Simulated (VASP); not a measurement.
TaSb (rocksalt type): relaxation of cell and atoms with PBE

Crystal: TaSb (rocksalt type).

```
Ta Sb
1.0
     0.00000    2.82804    2.82804
     2.82804    0.00000    2.82804
     2.82804    2.82804    0.00000
Ta Sb
1 1
Direct
  0.00000 0.00000 0.00000
  0.50000 0.50000 0.50000
```

```yaml
Program: VASP 6.6.1
Task: relaxation of cell and atoms
Functional: PBE
Potentials_or_basis: VASP PAW PBE potentials, release 64 (Ta_pv, Sb)
Cutoff: 600 eV
k_mesh: 12 × 12 × 12
Occupations: fermi-dirac, width 0.05 eV
Spin: no spin polarisation
Dipole_correction: no
Further_INCAR_settings: ALGO = Normal; EDIFF = 1e-06; IBRION = 2; EDIFFG = -0.005; NSW = 60; ISIF = 3
```

```yaml
Relaxed_volume: 22.60 Å³/atom
Relaxed_cell: a = 3.998 Å, b = 3.998 Å, c = 3.998 Å, α = 60.00°, β = 60.00°, γ = 60.00°
Space_group_after_relaxing_to_0.1_Å: Fm-3m (No. 225)
Energy_gained_by_relaxing: 0.0 meV/atom
Ionic_steps: 3
Pressure_after_relaxing: 0.0 GPa
Band_gap_on_the_k_mesh: zero (bands 8 and 9 overlap by 1.47 eV)
```

Final structure:
```
Ta Sb
1.0
     0.00000    2.82718    2.82718
     2.82718    0.00000    2.82718
     2.82718    2.82718    0.00000
Ta Sb
1 1
Cartesian
  0.0000 0.0000 0.0000
  2.8272 2.8272 2.8272
```

Levels at points of the mesh, in eV from the Fermi level:
| k point | band 6 | band 7 | band 8 | band 9 | band 10 | band 11 |
| --- | --- | --- | --- | --- | --- | --- |
| (0.00, 0.00, 0.00) | -1.20 | -1.20 | -0.62 | -0.62 | 0.44 | 0.44 |
| (0.50, 0.00, 0.00) | -3.74 | -3.74 | 0.52 | 0.52 | 0.73 | 3.07 |
| (0.50, 0.50, 0.00) | -2.73 | -1.91 | -1.91 | 0.21 | 0.22 | 1.21 |

It took 32 s on 1 thread of Intel(R) Xeon(R) 6975P-C (Granite Rapids), on a shared host, peak memory 0.23 GiB.

Caveat: spin-orbit coupling is left out, which moves the levels of the heavy elements.
